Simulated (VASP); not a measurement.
# Ge in VASP: notebook

Ge is run at these levels: PBEsol; tasks: single point.

Everything below comes from runs of VASP 6.6.1. Logs are shortened: lines on timing, memory, paths and dates and some standing lists are left out, and cuts for length are marked.

### 1 The cell of the first run

The cell holds a slab with vacuum, 4 atoms: a = 4.013 Å, b = 4.013 Å, c = 20.096 Å, α = 90.00°, β = 90.00°, γ = 120.00°.

### 2 Single point, PBEsol

The input, INCAR:

```
PREC     = Accurate       # precision mode
ENCUT    = 520            # plane-wave cutoff, eV
EDIFF    = 1E-6           # SCF threshold, eV
ISMEAR   = -1             # smearing method
SIGMA    = 0.02           # smearing width, eV
LREAL    = F              # projectors in reciprocal space
LASPH    = T              # aspherical terms in the spheres
NELM     = 80             # most SCF steps
ALGO     = Normal         # electronic algorithm
ISIF     = 2              # what is computed and relaxed
LWAVE    = F              # write WAVECAR
LCHARG   = T              # write CHGCAR
LDIPOL   = T            
IDIPOL   = 3            
DIPOL    = 0.5 0.5 0.500
GGA      = PS             # functional
LELF     = T              # ELF
LVHAR    = T            
LVACPOTAV= T            
NBANDS   = 36             # bands
```

The input, KPOINTS:

```
Automatic mesh
0
Gamma
  9 9 1
```

The input, POSCAR:

```
Ge
1.0
    4.0132784969      0.0000000000      0.0000000000
   -2.0066392484      3.4756011308      0.0000000000
    0.0000000000      0.0000000000     20.0960000000
Ge
4
Direct
    0.1666666667      0.3333333333      0.3975202224
    0.5000000000      1.0000000000      0.4349585441
    0.5000000000      1.0000000000      0.5650414327
    0.8333333333      0.6666666667      0.6024798013
```

Potentials or basis: VASP PAW PBE potentials, release 64 (Ge_d).

Launch:

```
cat potpaw_PBE.64/Ge_d/POTCAR > POTCAR
mpirun -np 1 vasp_std > vasp.out
```

OUTCAR:

```text
PREC = Accurate
   ENCUT = 520
   EDIFF = 1E-6
   ISMEAR = -1
   LREAL = F
   LASPH = T
   NELM = 80
   ISIF = 2
   GGA = PS

 ion  position               nearest neighbor table
   1  0.167  0.333  0.398-   2 2.44   2 2.44   2 2.44
   2  0.500  0.000  0.435-   1 2.44   1 2.44   1 2.44   3 2.61
   3  0.500  0.000  0.565-   4 2.44   4 2.44   4 2.44   2 2.61
   4  0.833  0.667  0.602-   3 2.44   3 2.44   3 2.44

  LATTYP: Found a hexagonal cell.
 ALAT       =     4.0132784969
 C/A-ratio  =     5.0073773887

  Lattice vectors:

 A1 = (   4.0132784969,   0.0000000000,   0.0000000000)
 A2 = (  -2.0066392484,   3.4756011308,   0.0000000000)
 A3 = (   0.0000000000,   0.0000000000,  20.0960000000)

Analysis of symmetry for initial positions (statically):
=====================================================================
 Subroutine PRICEL returns:
 Original cell was already a primitive cell.

 Routine SETGRP: Setting up the symmetry group for a
 hexagonal supercell.

 Subroutine GETGRP returns: Found 12 space group operations
 (whereof  4 operations were pure point group operations)
 out of a pool of 24 trial point group operations.

The static configuration has the point symmetry C_2h.
 The point group associated with its full space group is D_3d.

Analysis of symmetry for dynamics (positions and initial velocities):
=====================================================================
 Subroutine PRICEL returns:
 Original cell was already a primitive cell.

 Routine SETGRP: Setting up the symmetry group for a
 hexagonal supercell.

 Subroutine GETGRP returns: Found 12 space group operations
 (whereof  4 operations were pure point group operations)
 out of a pool of 24 trial point group operations.

The dynamic configuration has the point symmetry C_2h.
 The point group associated with its full space group is D_3d.

 Subroutine INISYM returns: Found 12 space group operations
 (whereof  4 operations are pure point group operations),
 and found     1 'primitive' translations

----------------------------------------------------------------------------------------

                                     Primitive cell

  volume of cell :     280.3102

  direct lattice vectors                    reciprocal lattice vectors
     4.013278497  0.000000000  0.000000000     0.249172840  0.143860006  0.000000000
    -2.006639248  3.475601131  0.000000000     0.000000000  0.287720012  0.000000000
     0.000000000  0.000000000 20.096000000     0.000000000  0.000000000  0.049761146

  length of vectors
     4.013278497  4.013278497 20.096000000     0.287720012  0.287720012  0.049761146

  position of ions in fractional coordinates (direct lattice)
     0.166666667  0.333333333  0.397520222
     0.500000000  0.000000000  0.434958544
     0.500000000  0.000000000  0.565041433
     0.833333333  0.666666667  0.602479801

  ion indices of the primitive-cell ions
   primitive index   ion index
                 1           1
                 2           2
                 3           3
                 4           4

----------------------------------------------------------------------------------------

 KPOINTS: Automatic mesh

Automatic generation of k-mesh.
 Grid dimensions read from file:
 generate k-points for:    9    9    1

 Generating k-lattice:

  Cartesian coordinates                     Fractional coordinates (reciprocal lattice)
     0.027685871  0.015984445  0.000000000     0.111111111  0.000000000  0.000000000
     0.000000000  0.031968890  0.000000000     0.000000000  0.111111111  0.000000000
     0.000000000  0.000000000  0.049761146     0.000000000  0.000000000  1.000000000

  Length of vectors
     0.031968890  0.031968890  0.049761146

  Shift w.r.t. Gamma in fractional coordinates (k-lattice)
     0.000000000  0.000000000  0.000000000

 Subroutine IBZKPT returns following result:
 ===========================================

 Found     12 irreducible k-points:

 Following reciprocal coordinates:
            Coordinates               Weight
  0.000000  0.000000  0.000000      1.000000
  0.111111  0.000000  0.000000      6.000000
  0.222222  0.000000  0.000000      6.000000
  0.333333 -0.000000  0.000000      6.000000
  0.444444  0.000000  0.000000      6.000000
  0.111111  0.111111  0.000000      6.000000
  0.222222  0.111111  0.000000     12.000000
  0.333333  0.111111  0.000000     12.000000
  0.444444  0.111111  0.000000      6.000000
  0.222222  0.222222  0.000000      6.000000
  0.333333  0.222222  0.000000     12.000000
  0.333333  0.333333  0.000000      2.000000
   k-points           NKPTS =     12   k-points in BZ     NKDIM =     12   number of bands    NBANDS=     36
   number of dos      NEDOS =    301   number of ions     NIONS =      4
   total plane-waves  NPLWV = 135000
   dimension x,y,z NGX =    30 NGY =   30 NGZ =  150
   dimension x,y,z NGXF=    60 NGYF=   60 NGZF=  300
   ions per type =               4
   NGX,Y,Z   is equivalent  to a cutoff of  12.43, 12.43, 12.41 a.u.
   NGXF,Y,Z  is equivalent  to a cutoff of  24.85, 24.85, 24.82 a.u.
 SYSTEM =  unknown system
   PREC   = accura    normal or accurate (medium, high low for compatibility)
   ISTART =      0    job   : 0-new  1-cont  2-samecut
   ICHARG =      2    charge: 1-file 2-atom 10-const
   ISPIN  =      1    spin polarized calculation?
   LNONCOLLINEAR =      F non collinear calculations
   LSORBIT =      F    spin-orbit coupling
   LASPH  =      T    aspherical Exc in radial PAW
   ENCUT  =  520.0 eV  38.22 Ry    6.18 a.u.   7.46  7.46 37.37*2*pi/ulx,y,z
   NELM   =     80;   NELMIN=  2; NELMDL= -5     # of ELM steps
   EDIFF  = 0.1E-05   stopping-criterion for ELM
   LREAL  =      F    real-space projection
   EDIFFG = 0.1E-04   stopping-criterion for IOM
   NSW    =      0    number of steps for IOM
   IBRION =     -1    ionic relax: 0-MD 1-quasi-New 2-CG
   NFREE  =      0    steps in history (QN), initial steepest desc. (CG)
   ISIF   =      2    stress and relaxation
   ISYM   =      2    0-nonsym 1-usesym 2-fastsym
   POTIM  = 0.5000    time-step for ionic-motion
   TEBEG  =    0.0;   TEEND  =   0.0 temperature during run
   PSTRESS=    0.0 pullay stress
   NELECT =      56.0000    total number of electrons
   NUPDOWN=      -1.0000    fix difference up-down
   EMIN   =  10.00;   EMAX   =-10.00  energy-range for DOS
   EFERMI =   0.00;   METHOD = LEGACY
   ISMEAR =    -1;   SIGMA  =   0.02  broadening in eV -4-tet -1-fermi 0-gaus
   EFERMI_NEDOS =   21; number of points for ismear=-14 and -15
   IALGO  =     38    algorithm
   IMIX   =      4    mixing-type and parameters
     AMIX     =   0.40;   BMIX     =  1.00
     AMIX_MAG =   1.60;   BMIX_MAG =  1.00
  volume/ion in A,a.u.               =      70.08       472.91
  Fermi-wavevector in a.u.,A,eV,Ry     =   0.957028  1.808520 12.461606  0.915902
  Thomas-Fermi vector in A             =   2.086009
   LORBIT       =      0    0 simple, 1 ext, 2 COOP (PROOUT), +10 PAW based schemes
   GGA     = PS    functional components
   LHFCALC =     F    Hartree Fock is set to
   AEXX    =    0.0000 exact exchange contribution
   IVDW    =     0    specifies the selected vdW correction
   LEPSILON=     F    determine dielectric tensor
   LRPA    =     F    only Hartree local field effects (RPA)
 non-spin polarized calculation
  energy-cutoff  :      520.00
  volume of cell :      280.31
 maximum number of plane-waves:      7589
 NGX is ok and might be reduce to    30
   NGX = 15   NGY = 15   NGZ = 75

 dipolmoment           0.000000      0.000000     -0.000000 electrons x Angstroem

 number of electron      56.0000064 magnetization

 dipolmoment           0.000000      0.000000      0.000003 electrons x Angstroem

 Free energy of the ion-electron system (eV)
  ---------------------------------------------------
  ext. energy  EPLUGINS =         0.00000000
  ---------------------------------------------------
  free energy    TOTEN  =       -18.06085035 eV

  energy without entropy =      -18.05917602  energy(sigma->0) =      -18.06001318

 E-fermi :  -1.7749     XC(G=0):  -3.9836

 val. band max:       -1.8021594882   @ k =   0.3333   0.3333   0.0000
 cond. band min:      -1.7674377541   @ k =   0.0000   0.0000   0.0000
 fundamental gap:      0.0347217341
 Fermi energy:        -1.7748835161

 k-point     1 :       0.0000    0.0000    0.0000
  band No.  band energies     occupation
      1     -26.1135      2.00000
      2     -26.1034      2.00000
      3     -26.1034      2.00000
      4     -26.0866      2.00000
      5     -26.0866      2.00000
      6     -26.0413      2.00000
[... 28 lines left out ...]
     35       2.3938      0.00000
     36       2.6691      0.00000

 k-point     2 :       0.1111    0.0000    0.0000
  band No.  band energies     occupation
      1     -26.1228      2.00000
      2     -26.1056      2.00000
      3     -26.1003      2.00000
      4     -26.0898      2.00000
      5     -26.0883      2.00000
      6     -26.0377      2.00000
[... 28 lines left out ...]
     35       2.8191      0.00000
     36       2.9539      0.00000

 k-point     3 :       0.2222    0.0000    0.0000
  band No.  band energies     occupation
      1     -26.1349      2.00000
      2     -26.1093      2.00000
      3     -26.0997      2.00000
      4     -26.0958      2.00000
      5     -26.0895      2.00000
      6     -26.0298      2.00000
[... 28 lines left out ...]
     35       3.2298      0.00000
     36       3.5879      0.00000
[... 274 lines left out ...]
 k-point    11 :       0.3333    0.2222    0.0000
  band No.  band energies     occupation
      1     -26.1473      2.00000
      2     -26.1236      2.00000
      3     -26.1198      2.00000
      4     -26.0903      2.00000
      5     -26.0777      2.00000
      6     -26.0487      2.00000
[... 28 lines left out ...]
     35       4.4544      0.00000
     36       5.0330      0.00000

 k-point    12 :       0.3333    0.3333    0.0000
  band No.  band energies     occupation
      1     -26.1482      2.00000
      2     -26.1256      2.00000
      3     -26.1256      2.00000
      4     -26.0837      2.00000
      5     -26.0837      2.00000
      6     -26.0490      2.00000
[... 28 lines left out ...]
     35       4.6490      0.00000
     36       5.1038      0.00000

------------------------ aborting loop because EDIFF is reached ----------------------------------------

  FORCE on cell =-STRESS in cart. coord.  units (eV):
  Direction    XX          YY          ZZ          XY          YZ          ZX
  --------------------------------------------------------------------------------------
  -------------------------------------------------------------------------------------
  Total       -0.5073487     -0.5073487     -0.0330990     -0.0000000      0.0000000      0.0000000
  in kB       -2.8998683     -2.8998683     -0.1891847     -0.0000000      0.0000000      0.0000000
  external PRESSURE =      -1.9963071 kB  Pullay stress =       0.0000000 kB

 VOLUME and BASIS-vectors are now :
 -----------------------------------------------------------------------------
  energy-cutoff  :      520.00
  volume of cell :      280.31
      direct lattice vectors                 reciprocal lattice vectors
     4.013278497  0.000000000  0.000000000     0.249172840  0.143860006  0.000000000
    -2.006639248  3.475601131  0.000000000     0.000000000  0.287720012  0.000000000
     0.000000000  0.000000000 20.096000000     0.000000000  0.000000000  0.049761146

 POSITION                                       TOTAL-FORCE (eV/Angst)
 -----------------------------------------------------------------------------------
      0.00000      1.15853      7.98857        -0.000000      0.000000      0.011760
      2.00664      0.00000      8.74093         0.000000     -0.000000     -0.013716
      2.00664      0.00000     11.35507        -0.000000     -0.000000      0.013716
      2.00664      2.31707     12.10743         0.000000     -0.000000     -0.011760
 -----------------------------------------------------------------------------------
    total drift:                               -0.000000      0.000000      0.000733

  FREE ENERGIE OF THE ION-ELECTRON SYSTEM (eV)
  ---------------------------------------------------
  free  energy   TOTEN  =       -18.0608503483 eV

  energy  without entropy=      -18.0591760152  energy(sigma->0) =      -18.06001318

 vacuum level on the upper side and lower side of the slab         2.948         2.948
```

Wall time 5.1 min (1 thread of Intel Xeon 8259CL, shared host); peak memory 0.4 GiB.

What came out:

```
Free energy            : -18.0609 eV
Largest force          : 0.014 eV/Å
Band gap on the k mesh : zero (bands 28 and 29 overlap by 0.03 eV)
```

Forces in eV/Å, atoms in the order of the input:
```
Ge   0.000  0.000  0.012
Ge   0.000  0.000 -0.014
Ge   0.000  0.000  0.014
Ge   0.000  0.000 -0.012
```

Caveat: the PAW data sets were made with another functional, which shifts forces and pressure a little.

### 3 Single point, PBEsol

The input, INCAR:

```
ALGO = Normal ; DIPOL = 0.5 0.5 0.500
EDIFF = 1E-7 ; EFIELD = -0.1
ENCUT = 520 ; GGA = PS
IDIPOL = 3 ; ISIF = 2
ISMEAR = -1 ; LASPH = T
LCHARG = T ; LDIPOL = T
LELF = T ; LREAL = F
LVACPOTAV = T ; LVHAR = T
LWAVE = F ; NBANDS = 36
NELM = 80 ; PREC = Accurate
SIGMA = 0.02
```

The input, KPOINTS:

```
k-points
0
Gamma
  9 9 1
```

POSCAR is that of step 2.

Potentials or basis: VASP PAW PBE potentials, release 64 (Ge_d).

Launch:

```
cat potpaw_PBE.64/Ge_d/POTCAR > POTCAR
mpirun -np 1 vasp_std > vasp.out
```

It took 6.5 min on 1 thread of Intel Xeon 8259CL, shared host; peak memory 0.39 GiB.

The run converged. Its results:

```yaml
Free_energy: -18.0636 eV
Largest_force: 0.021 eV/Å
Band_gap_on_the_k_mesh: zero (bands 28 and 29 overlap by 0.03 eV)
```

Forces on the atoms (eV/Å):
```
Ge   0.000  0.000  0.004
Ge   0.000  0.000 -0.006
Ge   0.000  0.000  0.021
Ge   0.000  0.000 -0.019
```

Levels at points of the mesh, in eV from the Fermi level:
| k point | band 24 | band 25 | band 26 | band 27 | band 28 | band 29 | band 30 | band 31 | band 32 | band 33 |
| --- | --- | --- | --- | --- | --- | --- | --- | --- | --- | --- |
| (0.00, 0.00, 0.00) | -2.05 | -0.56 | -0.56 | 0.01 | 0.01 | 0.62 | 1.12 | 1.88 | 3.75 | 3.75 |

Caveat: the PAW data sets were made with another functional, which shifts forces and pressure a little.

### 4 Single point, PBEsol

The input, INCAR:

```
SYSTEM = Ge
PREC = Accurate
ENCUT = 520
EDIFF = 1E-7
ISMEAR = -1
SIGMA = 0.02
LREAL = .False.
LASPH = .True.
NELM = 80
ALGO = Normal
ISIF = 2
LWAVE = .False.
LCHARG = .True.
LDIPOL = .True.
IDIPOL = 3
DIPOL = 0.5 0.5 0.500
GGA = PS
LELF = .True.
LVHAR = .True.
LVACPOTAV = .True.
EFIELD = -0.1
NBANDS = 36
```

The input, KPOINTS:

```
regular mesh
0
Gamma
  9 9 1
  0 0 0
```

POSCAR is that of step 3.

Launch:

```
cat potpaw_PBE.64/Ge_d/POTCAR > POTCAR
mpirun -np 1 vasp_std > vasp.out
```

Wall time 6.4 min (1 thread of Intel Xeon 8259CL, shared host); peak memory 0.39 GiB.

It converged, with:

- Free energy: -18.0636 eV
- Largest force: 0.021 eV/Å
- Band gap on the k mesh: zero (bands 28 and 29 overlap by 0.03 eV)

Forces on the atoms (eV/Å):
```
Ge   0.000  0.000  0.004
Ge   0.000  0.000 -0.006
Ge   0.000  0.000  0.021
Ge   0.000  0.000 -0.019
```

Levels at points of the mesh, in eV from the Fermi level:
| k point | band 25 | band 26 | band 27 | band 28 | band 29 | band 30 | band 31 | band 32 |
| --- | --- | --- | --- | --- | --- | --- | --- | --- |
| (0.00, 0.00, 0.00) | -0.56 | -0.56 | 0.01 | 0.01 | 0.62 | 1.12 | 1.88 | 3.75 |

Caveat: the PAW data sets were made with another functional, which shifts forces and pressure a little.
